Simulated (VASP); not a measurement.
Wanted: the native input for a VASP 6.6.1 run.

```
Task                   : single point
Functional             : LDA
Potentials or basis    : VASP PAW LDA potentials, release 64 (Mg)
Cutoff                 : 520 eV
k mesh                 : 12 × 12 × 6
Occupations            : fermi-dirac, width 0.1 eV
Spin                   : no spin polarisation
Dipole correction      : no
Further INCAR settings : ALGO = Normal; EDIFF = 1e-06; NBANDS = 9
```

The structure of Mg lies in POSCAR:

```
Mg
1.0
    3.1325008903      0.0000000000      0.0000000000
   -1.5662504451      2.7128253484      0.0000000000
    0.0000000000      0.0000000000      5.0848940941
Mg
2
Direct
    0.3333333333      0.6666666667      0.2500000000
    0.6666666667      0.3333333333      0.7500000000
```

The input as run:

INCAR

```
  ALGO = Normal
  EDIFF = 1E-6
  ENCUT = 520
  ISIF = 2
  ISMEAR = -1
  LASPH = T
  LCHARG = T
  LELF = T
  LREAL = F
  LVHAR = T
  LWAVE = F
  NBANDS = 9
  NELM = 60
  PREC = Accurate
  SIGMA = 0.1
```

KPOINTS

```
k-points
0
Gamma
  12 12 6
```

Potentials or basis: VASP PAW LDA potentials, release 64 (Mg).

Command:

```bash
$ cat potpaw_LDA.64/Mg/POTCAR > POTCAR
$ mpirun -np 1 vasp_std > vasp.out
```

It gave:

```json
{"Pressure": "-0.3 GPa", "Band gap on the k mesh": "zero (band 2 reaches 3.81 eV, above the bottom of band 3 at 1.52 eV)"}
```

It took 14 s on 1 thread of Intel(R) Xeon(R) Platinum 8488C (Sapphire Rapids), on a shared host, peak memory 0.15 GiB.
